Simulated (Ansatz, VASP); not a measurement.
Se in VASP and in Ansatz

The input INCAR:

```
SYSTEM = Se
PREC = Accurate ; ENCUT = 520
EDIFF = 1E-6 ; ISMEAR = 0
SIGMA = 0.15 ; LREAL = .False.
LASPH = .True. ; NELM = 60
ALGO = Normal ; ISIF = 2
LWAVE = .False. ; LCHARG = .True.
GGA = PE ; IVDW = 12
LELF = .True. ; LVHAR = .True.
NBANDS = 9
```

KPOINTS

```
regular mesh
0
Gamma
  20 20 20
  0 0 0
```

POSCAR

```
Se
1.0
   -1.7034486149      1.8312072610      1.7034486149
    1.7034486149     -1.8312072610      1.7034486149
    1.7034486149      1.8312072610     -1.7034486149
Se
1
Direct
    0.0000000000      0.0000000000      0.0000000000
```

Input for Ansatz:

```yaml
crystal:
  lattice:
    - [-1.7034486149, 1.831207261, 1.7034486149]
    - [1.7034486149, -1.831207261, 1.7034486149]
    - [1.7034486149, 1.831207261, -1.7034486149]
  atoms:
    - { symbol: Se, position: [0.0, 0.0, 0.0] }
basis:
  ecutwfc: 420
kpoints:
  mp_grid: { grid: [20, 20, 20] }
hamiltonian:
  xc: pbe
  dispersion: d3bj
scf:
  occupations: { method: gaussian, width: 0.15 }
output:
  forces: true
  stress: true
  eigenvalues: true
```

Change from the starting cell: strain +0.0750 x Voigt [0, 1, 0, 0, 0, 0], atoms carried along.

Alike in both runs: task single point; functional PBE; dispersion D3(BJ); k mesh 20 × 20 × 20; occupations gaussian, width 0.15 eV; no spin polarisation.

|  | VASP | Ansatz |
| --- | --- | --- |
| version | VASP 6.6.1 | Ansatz 0.2.0 |
| potentials or method | VASP PAW PBE potentials, release 64 (Se), cutoff 520 eV | scalar-relativistic, plane waves, PAW |
| valence electrons in the cell | 6 | 16 |

Ansatz gave:

* gap on the k mesh at the Fermi level (eV): none
* pressure (GPa): -5.7
* traceless stress, the component that is largest in VASP (GPa): -3.21

Question: What did VASP give for the same quantities?

Answer: gap on the k mesh at the Fermi level (eV): none; pressure (GPa): -5.7; traceless stress, the component that is largest in VASP (GPa): -3.20.

A gap of «none» marks a metal or a gap that the smearing closes. VASP's potentials hold 6 valence electrons a cell and Ansatz's 16, so a difference there can come from the potentials and not from the codes.
